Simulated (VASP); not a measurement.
A run of VASP 6.6.1:

Contents of INCAR:

```
PREC     = Accurate       # precision mode
ENCUT    = 520            # plane-wave cutoff, eV
EDIFF    = 1E-7           # SCF threshold, eV
ISMEAR   = -1             # smearing method
SIGMA    = 0.08           # smearing width, eV
LREAL    = False          # projectors in reciprocal space
LASPH    = True           # aspherical terms in the spheres
NELM     = 100            # most SCF steps
ALGO     = Normal         # electronic algorithm
ISIF     = 2              # what is computed and relaxed
LWAVE    = False          # write WAVECAR
LCHARG   = False          # write CHGCAR
GGA      = CA             # functional
NBANDS   = 32             # bands
```

Contents of KPOINTS:

```
regular mesh
0
Gamma
  4 4 8
```

File POSCAR:

```
Ti
1.0
    0.0000000000      4.0600000000      4.0600000000
    4.0600000000      0.0000000000      4.0600000000
    2.0300000000      2.0300000000      0.0000000000
Ti
4
Direct
   -0.0220538177      0.0178552956      0.0199746305
    0.0089722906      0.4816681034      0.0310332512
    0.4986678571     -0.0030488916     -0.0073810345
    0.5144135468      0.5035253695     -0.0436266010
```

Potentials or basis: VASP PAW LDA potentials, release 64 (Ti_sv).

Launch:

```sh
$ cat potpaw_LDA.64/Ti_sv/POTCAR > POTCAR
$ mpirun -np 1 vasp_std > vasp.out
```

Hardware: 1 thread of Intel(R) Xeon(R) Platinum 8259CL CPU @ 2.50GHz (Skylake/Cascade Lake), with other jobs on the host.

How long does it take, and how much memory?

Run time: 3.9 min on 1 thread of Intel(R) Xeon(R) Platinum 8259CL CPU @ 2.50GHz (Skylake/Cascade Lake) (shared host), peak memory 0.24 GiB. Counts: scf iterations 18, k points 68.
